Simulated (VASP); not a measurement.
**Ga: single point with PBE**

Ga, a slab with vacuum:

```
Ga
1.0
     2.76600    0.00000    0.00000
     0.11745    3.32993    0.00000
     0.00000    0.00000   27.96961
Ga
6
Direct
  0.50000 0.25000 0.32178
  0.00000 0.75000 0.39030
  0.00000 0.25000 0.46574
  0.50000 0.75000 0.53579
  0.50000 0.25000 0.61323
  0.00000 0.75000 0.68429
```

* Program: VASP 6.6.1
* Task: single point
* Functional: PBE
* Potentials or basis: VASP PAW PBE potentials, release 64 (Ga_d)
* Cutoff: 520 eV
* k mesh: 9 × 8 × 1
* Occupations: gaussian, width 0.1 eV
* Spin: no spin polarisation

* Largest force: 0.174 eV/Å
* Band gap on the k mesh: zero (bands 39 and 40 overlap by 4.18 eV)

Forces on the atoms (eV/Å):
```
Ga   0.000  0.000 -0.153
Ga   0.000  0.000 -0.034
Ga   0.000  0.000  0.174
Ga   0.000  0.000 -0.029
Ga   0.000  0.000  0.037
Ga   0.000  0.000  0.005
```

Levels at points of the mesh, in eV from the Fermi level:
| k point | band 38 | band 39 | band 40 | band 41 | band 42 | band 43 |
| --- | --- | --- | --- | --- | --- | --- |
| (0.00, 0.00, 0.00) | 0.88 | 1.96 | 2.67 | 2.88 | 3.65 | 3.87 |
| (0.00, 0.50, 0.00) | -3.60 | -1.96 | -1.96 | 0.11 | 0.14 | 2.40 |

Run time: 20 min on 1 thread of Intel(R) Xeon(R) Platinum 8259CL CPU @ 2.50GHz (Skylake/Cascade Lake), on a shared host, peak memory 0.53 GiB.
